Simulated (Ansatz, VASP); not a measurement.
## Te2Mo: VASP beside Ansatz

The input INCAR:

```
PREC     = Accurate       # precision mode
ENCUT    = 520            # plane-wave cutoff, eV
EDIFF    = 1E-6           # SCF threshold, eV
ISMEAR   = 0              # smearing method
SIGMA    = 0.05           # smearing width, eV
LREAL    = F              # projectors in reciprocal space
LASPH    = T              # aspherical terms in the spheres
NELM     = 80             # most SCF steps
ALGO     = Normal         # electronic algorithm
ISIF     = 2              # what is computed and relaxed
LWAVE    = F              # write WAVECAR
LCHARG   = T              # write CHGCAR
LELF     = T              # ELF
LVHAR    = T            
NBANDS   = 20             # bands
```

KPOINTS

```
Automatic mesh
0
Gamma
  12 12 2
```

File POSCAR:

```
Te2Mo
1.0
    3.5602328140      0.0000000000      0.0000000000
   -1.7801164070      3.0832520603      0.0000000000
    0.0000000000      0.0000000000     17.5240578200
Te Mo
2 1
Direct
    0.3333333333      0.6666666667      0.8978554500
    0.3333333333      0.6666666667      0.1021445500
    0.0000000000      0.0000000000     -0.0057064409
```

Input for Ansatz:

```yaml
crystal:
  lattice:
    - [3.560232814, 0.0, 0.0]
    - [-1.780116407, 3.0832520603, 0.0]
    - [0.0, 0.0, 17.52405782]
  atoms:
    - { symbol: Te, position: [0.3333333333, 0.6666666667, 0.89785545] }
    - { symbol: Te, position: [0.3333333333, 0.6666666667, 0.10214455] }
    - { symbol: Mo, position: [0.0, 0.0, -0.0057064409] }
basis:
  ecutwfc: 420
kpoints:
  mp_grid: { grid: [12, 12, 2] }
hamiltonian:
  xc: lda
scf:
  occupations: { method: gaussian, width: 0.05 }
output:
  forces: true
  stress: true
  eigenvalues: true
```

Alike in both runs: task single point; functional LDA; k mesh 12 × 12 × 2; occupations gaussian, width 0.05 eV; no spin polarisation.

```csv
,VASP,Ansatz
version,VASP 6.6.1,Ansatz 0.2.0
potentials or method,"VASP PAW LDA potentials, release 64 (Te, Mo_sv), cutoff 520 eV","scalar-relativistic, plane waves, PAW"
valence electrons in the cell,26,46
```

```csv
,VASP,Ansatz,Ansatz less VASP
gap on the k mesh at the Fermi level (eV),1.05,1.05,0.000
least direct gap on the mesh (eV),1.05,1.05,0.000
rms of the force components (eV/Å),0.857,0.851,-0.0053
```

LDA's correlation is that of Perdew and Zunger in VASP and of Perdew and Wang (1992) in Ansatz. Atom by atom the forces differ by 0.027 eV/Å (rms over components). VASP's potentials hold 26 valence electrons a cell and Ansatz's 46, so a difference there can come from the potentials and not from the codes.

Spin-orbit coupling is off throughout.
